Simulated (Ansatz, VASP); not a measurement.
Two plane-wave programs on SnO2

The input INCAR:

```
SYSTEM = SnO2
PREC     = Accurate       ! precision mode
ENCUT    = 520            ! plane-wave cutoff, eV
EDIFF    = 1E-6           ! SCF threshold, eV
ISMEAR   = 0              ! smearing method
SIGMA    = 0.02           ! smearing width, eV
LREAL    = .False.        ! projectors in reciprocal space
LASPH    = .True.         ! aspherical terms in the spheres
NELM     = 100            ! most SCF steps
ALGO     = Normal         ! electronic algorithm
ISIF     = 2              ! what is computed and relaxed
LWAVE    = .False.        ! write WAVECAR
LCHARG   = .False.        ! write CHGCAR
GGA      = PE             ! functional
NBANDS   = 35             ! bands
```

KPOINTS

```
Automatic mesh
0
Gamma
  6 6 8
  0 0 0
```

File POSCAR:

```
SnO2
1.0
    4.8274195352      0.0000000000      0.0000000000
    0.0000000000      4.8274195352      0.0000000000
    0.0000000000      0.0000000000      3.2380692396
Sn O
2 4
Direct
    0.0000000000      0.0000000000      0.0000000000
    0.5000000000      0.5000000000      0.5000000000
    0.3065442698      0.3065442698      0.0000000000
    0.1934557302      0.8065442698      0.5000000000
    0.6934557302      0.6934557302      0.0000000000
    0.8065442698      0.1934557302      0.5000000000
```

Input for Ansatz:

```yaml
crystal:
  lattice:
    - [4.8274195352, 0.0, 0.0]
    - [0.0, 4.8274195352, 0.0]
    - [0.0, 0.0, 3.2380692396]
  atoms:
    - { symbol: Sn, position: [0.0, 0.0, 0.0] }
    - { symbol: Sn, position: [0.5, 0.5, 0.5] }
    - { symbol: O, position: [0.3065442698, 0.3065442698, 0.0] }
    - { symbol: O, position: [0.1934557302, 0.8065442698, 0.5] }
    - { symbol: O, position: [0.6934557302, 0.6934557302, 0.0] }
    - { symbol: O, position: [0.8065442698, 0.1934557302, 0.5] }
basis:
  ecutwfc: 420
kpoints:
  mp_grid: { grid: [6, 6, 8] }
  band_path:
    path:
      - [0.0, 0.0, 0.0]
      - [0.0, 0.5, 0.0]
      - [0.5, 0.5, 0.0]
      - [0.0, 0.0, 0.5]
      - [0.0, 0.5, 0.5]
      - [0.5, 0.5, 0.5]
      - [-0.005208, -0.005208, 0.0]
    npoints: 1
hamiltonian:
  xc: pbe
scf:
  occupations: { method: gaussian, width: 0.02 }
  n_extra_bands: 6
output:
  forces: true
  stress: true
  eigenvalues: true
  write_density: true
  write_potential: true
  elf: true
  volumetric_format: npy
```

Alike in both runs: task single point; functional PBE; k mesh 6 × 6 × 8; occupations gaussian, width 0.02 eV; no spin polarisation.

```csv
,VASP,Ansatz
version,VASP 6.6.1,Ansatz 0.2.0
potentials or method,"VASP PAW PBE potentials, release 64 (Sn_d, O), cutoff 520 eV","scalar-relativistic, plane waves, PAW"
valence electrons in the cell,52,52
```

VASP gave:

- gap on the k mesh at the Fermi level (eV): 0.67
- least direct gap on the mesh (eV): 0.67
- pressure (GPa): 0.6
- traceless stress, the component that is largest in VASP (GPa): 0.19
- rms of the force components (eV/Å): 0.006

Estimate Ansatz's values.

gap on the k mesh at the Fermi level (eV): 0.68; least direct gap on the mesh (eV): 0.68; pressure (GPa): 0.0; traceless stress, the component that is largest in VASP (GPa): 0.00; rms of the force components (eV/Å): 0.002.

Atom by atom the forces differ by 0.008 eV/Å (rms over components).
